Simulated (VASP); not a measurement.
# MnSn3 (Fm-3m) in VASP: notebook, part 3 of 3

VASP 6.6.1. The steps go on from the part before.

### 5 Single point, PBE

This run uses another cell than the first one, of 27.15 Å³/atom.

File INCAR:

```
  ALGO = Fast
  EDIFF = 1E-6
  ENCUT = 520
  GGA = PE
  ISIF = 2
  ISMEAR = 0
  LASPH = True
  LCHARG = False
  LREAL = False
  LWAVE = False
  NBANDS = 36
  NELM = 60
  PREC = Accurate
  SIGMA = 0.1
```

File KPOINTS:

```
k-points
0
Gamma
  10 10 10
```

File POSCAR:

```
MnSn3
1.0
    0.0000000000      3.7868609785      3.7868609785
    3.7868609785      0.0000000000      3.7868609785
    3.7868609785      3.7868609785      0.0000000000
Sn Mn
3 1
Direct
    0.2500000000      0.2500000000      0.2500000000
    0.7500000000      0.7500000000      0.7500000000
    0.5000000000      0.5000000000      0.5000000000
    0.0000000000      0.0000000000      0.0000000000
```

Potentials or basis: VASP PAW PBE potentials, release 64 (Sn_d, Mn_pv).

The run is started by

```
$ cat potpaw_PBE.64/Sn_d/POTCAR potpaw_PBE.64/Mn_pv/POTCAR > POTCAR
$ mpirun -np 1 vasp_std > vasp.out
```

OUTCAR:

```text
EDIFF = 1E-6
   ENCUT = 520
   GGA = PE
   ISIF = 2
   ISMEAR = 0
   LASPH = True
   LREAL = False
   NELM = 60
   PREC = Accurate

 ion  position               nearest neighbor table
   1  0.250  0.250  0.250-   4 3.28   4 3.28   4 3.28   3 3.28   4 3.28   3 3.28   3 3.28   3 3.28

   2  0.750  0.750  0.750-   3 3.28   3 3.28   3 3.28   3 3.28   4 3.28   4 3.28   4 3.28   4 3.28

   3  0.500  0.500  0.500-   1 3.28   1 3.28   1 3.28   1 3.28   2 3.28   2 3.28   2 3.28   2 3.28

   4  0.000  0.000  0.000-   2 3.28   2 3.28   2 3.28   1 3.28   2 3.28   1 3.28   1 3.28   1 3.28

  LATTYP: Found a face centered cubic cell.
 ALAT       =     7.5737219570

  Lattice vectors:

 A1 = (   0.0000000000,   3.7868609785,   3.7868609785)
 A2 = (   3.7868609785,   0.0000000000,   3.7868609785)
 A3 = (   3.7868609785,   3.7868609785,   0.0000000000)

Analysis of symmetry for initial positions (statically):
=====================================================================
 Subroutine PRICEL returns:
 Original cell was already a primitive cell.

 Routine SETGRP: Setting up the symmetry group for a
 face centered cubic supercell.

 Subroutine GETGRP returns: Found 48 space group operations
 (whereof 48 operations were pure point group operations)
 out of a pool of 48 trial point group operations.

The static configuration has the point symmetry O_h .

Analysis of symmetry for dynamics (positions and initial velocities):
=====================================================================
 Subroutine PRICEL returns:
 Original cell was already a primitive cell.

 Routine SETGRP: Setting up the symmetry group for a
 face centered cubic supercell.

 Subroutine GETGRP returns: Found 48 space group operations
 (whereof 48 operations were pure point group operations)
 out of a pool of 48 trial point group operations.

The dynamic configuration has the point symmetry O_h .

 Subroutine INISYM returns: Found 48 space group operations
 (whereof 48 operations are pure point group operations),
 and found     1 'primitive' translations

----------------------------------------------------------------------------------------

                                     Primitive cell

  volume of cell :     108.6096

  direct lattice vectors                    reciprocal lattice vectors
     0.000000000  3.786860979  3.786860979    -0.132035478  0.132035478  0.132035478
     3.786860979  0.000000000  3.786860979     0.132035478 -0.132035478  0.132035478
     3.786860979  3.786860979  0.000000000     0.132035478  0.132035478 -0.132035478

  length of vectors
     5.355430155  5.355430155  5.355430155     0.228692157  0.228692157  0.228692157

  position of ions in fractional coordinates (direct lattice)
     0.250000000  0.250000000  0.250000000
     0.750000000  0.750000000  0.750000000
     0.500000000  0.500000000  0.500000000
     0.000000000  0.000000000  0.000000000

  ion indices of the primitive-cell ions
   primitive index   ion index
[... 22 lines left out ...]

  Shift w.r.t. Gamma in fractional coordinates (k-lattice)
     0.000000000  0.000000000  0.000000000

 Subroutine IBZKPT returns following result:
 ===========================================

 Found     47 irreducible k-points:

 Following reciprocal coordinates:
            Coordinates               Weight
  0.000000  0.000000  0.000000      1.000000
  0.100000  0.000000  0.000000      8.000000
  0.200000  0.000000  0.000000      8.000000
  0.300000  0.000000  0.000000      8.000000
  0.400000  0.000000  0.000000      8.000000
  0.500000  0.000000  0.000000      4.000000
[... 16 lines left out ...]
  0.300000  0.300000  0.000000      6.000000
  0.400000  0.300000  0.000000     24.000000
 [... further k-points ...]
   k-points           NKPTS =     47   k-points in BZ     NKDIM =     47   number of bands    NBANDS=     36
   number of dos      NEDOS =    301   number of ions     NIONS =      4
   total plane-waves  NPLWV =  64000
   dimension x,y,z NGX =    40 NGY =   40 NGZ =   40
   dimension x,y,z NGXF=    80 NGYF=   80 NGZF=   80
   ions per type =               3   1
   NGX,Y,Z   is equivalent  to a cutoff of  12.42, 12.42, 12.42 a.u.
   NGXF,Y,Z  is equivalent  to a cutoff of  24.83, 24.83, 24.83 a.u.
 SYSTEM =  unknown system
   PREC   = accura    normal or accurate (medium, high low for compatibility)
   ISTART =      0    job   : 0-new  1-cont  2-samecut
   ICHARG =      2    charge: 1-file 2-atom 10-const
   ISPIN  =      1    spin polarized calculation?
   LNONCOLLINEAR =      F non collinear calculations
   LSORBIT =      F    spin-orbit coupling
   LASPH  =      T    aspherical Exc in radial PAW
   ENCUT  =  520.0 eV  38.22 Ry    6.18 a.u.   9.96  9.96  9.96*2*pi/ulx,y,z
   NELM   =     60;   NELMIN=  2; NELMDL= -5     # of ELM steps
   EDIFF  = 0.1E-05   stopping-criterion for ELM
   LREAL  =      F    real-space projection
   EDIFFG = 0.1E-04   stopping-criterion for IOM
   NSW    =      0    number of steps for IOM
   IBRION =     -1    ionic relax: 0-MD 1-quasi-New 2-CG
   NFREE  =      0    steps in history (QN), initial steepest desc. (CG)
   ISIF   =      2    stress and relaxation
   ISYM   =      2    0-nonsym 1-usesym 2-fastsym
   POTIM  = 0.5000    time-step for ionic-motion
   TEBEG  =    0.0;   TEEND  =   0.0 temperature during run
   PSTRESS=    0.0 pullay stress
   NELECT =      55.0000    total number of electrons
   NUPDOWN=      -1.0000    fix difference up-down
   EMIN   =  10.00;   EMAX   =-10.00  energy-range for DOS
   EFERMI =   0.00;   METHOD = LEGACY
   ISMEAR =     0;   SIGMA  =   0.10  broadening in eV -4-tet -1-fermi 0-gaus
   EFERMI_NEDOS =   21; number of points for ismear=-14 and -15
   IALGO  =     68    algorithm
   IMIX   =      4    mixing-type and parameters
     AMIX     =   0.40;   BMIX     =  1.00
     AMIX_MAG =   1.60;   BMIX_MAG =  1.00
  volume/ion in A,a.u.               =      27.15       183.23
  Fermi-wavevector in a.u.,A,eV,Ry     =   1.304887  2.465880 23.167063  1.702731
  Thomas-Fermi vector in A             =   2.435793
   LORBIT       =      0    0 simple, 1 ext, 2 COOP (PROOUT), +10 PAW based schemes
   GGA     = PE    functional components
   LHFCALC =     F    Hartree Fock is set to
   AEXX    =    0.0000 exact exchange contribution
   IVDW    =     0    specifies the selected vdW correction
   LEPSILON=     F    determine dielectric tensor
   LRPA    =     F    only Hartree local field effects (RPA)
 non-spin polarized calculation
 RMM-DIIS sequential band-by-band and
 Gauss-broadening in eV      SIGMA  =   0.10
  energy-cutoff  :      520.00
  volume of cell :      108.61
 maximum number of plane-waves:      2954
   NGX = 19   NGY = 19   NGZ = 19

 number of electron      54.9999997 magnetization

 Free energy of the ion-electron system (eV)
  ---------------------------------------------------
  ext. energy  EPLUGINS =         0.00000000
  ---------------------------------------------------
  free energy    TOTEN  =       -17.03221961 eV

  energy without entropy =      -16.96966639  energy(sigma->0) =      -17.00094300

 E-fermi :   6.4375     XC(G=0): -10.1032

 val. band max:        6.4356758614   @ k =  -0.4000   0.4000   0.0000
 cond. band min:       6.4389477486   @ k =   0.4000   0.3000   0.1000
 fundamental gap:      0.0032718872
 Fermi energy:         6.4375482521

 k-point     1 :       0.0000    0.0000    0.0000
  band No.  band energies     occupation
      1     -40.9427      2.00000
      2     -40.9427      2.00000
      3     -40.9427      2.00000
      4     -15.0152      2.00000
      5     -15.0152      2.00000
      6     -15.0152      2.00000
[... 925 lines left out ...]
     35      11.4115      0.00000
     36      11.7660      0.00000

 [... further k-points ...]

------------------------ aborting loop because EDIFF is reached ----------------------------------------

  FORCE on cell =-STRESS in cart. coord.  units (eV):
  Direction    XX          YY          ZZ          XY          YZ          ZX
  --------------------------------------------------------------------------------------
  -------------------------------------------------------------------------------------
  Total       -6.1833110     -6.1833110     -6.1833110      0.0000000     -0.0000000      0.0000000
  in kB      -91.2144396    -91.2144396    -91.2144396      0.0000000     -0.0000000      0.0000000
  external PRESSURE =     -91.2144396 kB  Pullay stress =       0.0000000 kB

 VOLUME and BASIS-vectors are now :
 -----------------------------------------------------------------------------
  energy-cutoff  :      520.00
  volume of cell :      108.61
      direct lattice vectors                 reciprocal lattice vectors
     0.000000000  3.786860979  3.786860979    -0.132035478  0.132035478  0.132035478
     3.786860979  0.000000000  3.786860979     0.132035478 -0.132035478  0.132035478
     3.786860979  3.786860979  0.000000000     0.132035478  0.132035478 -0.132035478

 POSITION                                       TOTAL-FORCE (eV/Angst)
 -----------------------------------------------------------------------------------
      1.89343      1.89343      1.89343         0.000000      0.000000      0.000000
      5.68029      5.68029      5.68029        -0.000000     -0.000000     -0.000000
      3.78686      3.78686      3.78686         0.000000     -0.000000      0.000000
      0.00000      0.00000      0.00000         0.000000     -0.000000      0.000000
 -----------------------------------------------------------------------------------
    total drift:                               -0.000000      0.000000      0.000000

  FREE ENERGIE OF THE ION-ELECTRON SYSTEM (eV)
  ---------------------------------------------------
  free  energy   TOTEN  =       -17.0322196070 eV

  energy  without entropy=      -16.9696663905  energy(sigma->0) =      -17.00094300
```

OSZICAR:

```text
N       E                     dE             d eps       ncg     rms          rms(c)
DAV:   1     0.579120502886E+03    0.57912E+03   -0.28239E+04  3444   0.226E+03
DAV:   2     0.568208829534E+02   -0.52230E+03   -0.51267E+03  3384   0.596E+02
DAV:   3    -0.151418879784E+02   -0.71963E+02   -0.70134E+02  3664   0.194E+02
[... 11 lines left out ...]
RMM:  15    -0.170322229085E+02    0.37742E-05   -0.10021E-04  4561   0.484E-02    0.279E-02
RMM:  16    -0.170322234001E+02   -0.49164E-06   -0.12838E-05  3379   0.194E-02    0.271E-02
RMM:  17    -0.170322262838E+02   -0.28836E-05   -0.21053E-06  2406   0.101E-02    0.349E-02
RMM:  18    -0.170322203006E+02    0.59832E-05   -0.38815E-06  3160   0.116E-02    0.942E-03
RMM:  19    -0.170322196070E+02    0.69360E-06   -0.13684E-06  2348   0.736E-03
   1 F= -.17032220E+02 E0= -.17000943E+02  d E =-.625532E-01
```

stdout:

```text
POSCAR found type information on POSCAR SnMn
 POSCAR found :  2 types and       4 ions
 scaLAPACK will be used
 LDA part: xc-table for (Slater+PW92), standard interpolation
 POSCAR, INCAR and KPOINTS ok, starting setup
 FFT: planning ... GRIDC
 FFT: planning ... GRID_SOFT
 FFT: planning ... GRID
 WAVECAR not read
 entering main loop
WARNING in EDDRMM: call to ZHEGV failed, returncode =   8  4     36
WARNING in EDDRMM: call to ZHEGV failed, returncode =   8  4     35
WARNING in EDDRMM: call to ZHEGV failed, returncode =   8  4     36
```

It took 4.8 min on 1 thread of AMD EPYC 9R14 (Zen 4), shared host; peak memory 0.3 GiB.

What came out:

| Quantity | Value |
| --- | --- |
| Free energy | -17.0322 eV |
| Pressure | -9.1 GPa |
| Band gap on the k mesh | zero (an odd number of electrons rules out a gap without spin polarisation) |

Levels at points of the mesh, in eV from the Fermi level:
```csv
k point,band 24,band 25,band 26,band 27,band 28,band 29,band 30,band 31,band 32,band 33
"(0.00, 0.00, 0.00)",-1.74,-0.60,-0.60,-0.60,-0.22,-0.22,1.22,1.22,1.22,1.79
"(0.50, 0.00, 0.00)",-1.54,-0.55,-0.55,-0.25,-0.25,0.42,0.63,0.63,2.47,3.32
"(0.50, 0.50, 0.00)",-2.23,-0.30,-0.30,-0.12,0.05,0.31,2.93,3.48,3.48,4.16
```

Caveat: the cell stands under tension; spin-orbit coupling is left out, which moves the levels of the heavy elements; the run has no spin polarisation, though such a crystal can be magnetic.

### 6 The runs side by side

| cell | further INCAR settings | gap on the mesh (eV) | pressure (GPa) |
| --- | --- | --- | --- |
| a = 5.118 Å, angles 60.0°, 4 atoms | ALGO = Fast; EDIFF = 1e-07; NBANDS = 36 | none | -4.7 |
| a = 5.188 Å, angles 60.0°, 4 atoms | ALGO = Fast; EDIFF = 1e-06; NBANDS = 36 | none | -6.5 |
| a = 5.256 Å, angles 60.0°, 4 atoms | ALGO = Fast; EDIFF = 1e-06; NBANDS = 36 | none | -7.9 |
| a = 5.355 Å, angles 60.0°, 4 atoms | ALGO = Fast; EDIFF = 1e-06; NBANDS = 36 | none | -9.1 |

Alike in all rows: task single point; level PBE; potentials or basis VASP PAW PBE potentials, release 64 (Sn_d, Mn_pv); no spin polarisation; k mesh 10 × 10 × 10; cutoff (eV) 520; smearing gaussian 0.1 eV.

Caveats: the cell stands under tension; spin-orbit coupling is left out, which moves the levels of the heavy elements; the run has no spin polarisation, though such a crystal can be magnetic.

Absolute energies hang on the potentials; compare differences alone.
